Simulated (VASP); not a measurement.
Wanted: the native input for a VASP 6.6.1 run.

- Task: relaxation of shape and atoms at fixed volume
- Functional: PBE
- Potentials or basis: VASP PAW PBE potentials, release 64 (Zn, Se)
- Cutoff: 600 eV
- k mesh: 12 × 12 × 2
- Occupations: gaussian, width 0.1 eV
- Spin: no spin polarisation
- Dipole correction: no
- Further INCAR settings: ALGO = Normal; EDIFF = 1e-06; IBRION = 2; EDIFFG = -0.01; NSW = 50; ISIF = 4

The structure of ZnSe7 lies in POSCAR:

```
ZnSe7
1.0
    3.8277698729      0.0000000000      0.0000000000
   -1.9138849364      3.3149459498      0.0000000000
    0.0000000000      0.0000000000     15.7164814425
Zn Se
1 7
Direct
    0.0000000000      0.0000000000      0.1425737665
    0.0000000000      0.0000000000      0.9744766046
    0.3333333333      0.6666666667      0.1932447139
    0.3333333333      0.6666666667      0.8772456108
    0.0000000000      0.0000000000      0.4962040514
    0.3333333333      0.6666666667      0.5929875580
    0.6666666667      0.3333333333      0.4007998114
    0.6666666667      0.3333333333      0.7814678834
```

This cell differs from its parent crystal: volume scaled by 0.97.

One way to write it, as run:

INCAR

```
SYSTEM = ZnSe7
PREC = Accurate
ENCUT = 600
EDIFF = 1E-6
ISMEAR = 0
SIGMA = 0.1
LREAL = .FALSE.
LASPH = .TRUE.
NELM = 100
ALGO = Normal
ISIF = 4
LWAVE = .FALSE.
LCHARG = .FALSE.
GGA = PE
IBRION = 2
NSW = 50
EDIFFG = -0.01
```

KPOINTS

```
Automatic mesh
0
G
  12 12 2
  0 0 0
```

Potentials or basis: VASP PAW PBE potentials, release 64 (Zn, Se).

Command:

```sh
$ cat potpaw_PBE.64/Zn/POTCAR potpaw_PBE.64/Se/POTCAR > POTCAR
$ mpirun -np 1 vasp_std > vasp.out
```

Results of the run:

```json
{
  "Energy gained by relaxing": "3.6 meV/atom",
  "Ionic steps": "14",
  "Pressure after relaxing": "0.4 GPa",
  "Largest force after relaxing": "0.006 eV/Å",
  "Band gap on the k mesh": "zero (band 27 reaches 3.05 eV, above the bottom of band 28 at 3.00 eV)"
}
```

Run time: 23 min on 1 thread of Intel(R) Xeon(R) Platinum 8559C (Emerald Rapids) (shared host), peak memory 0.52 GiB.
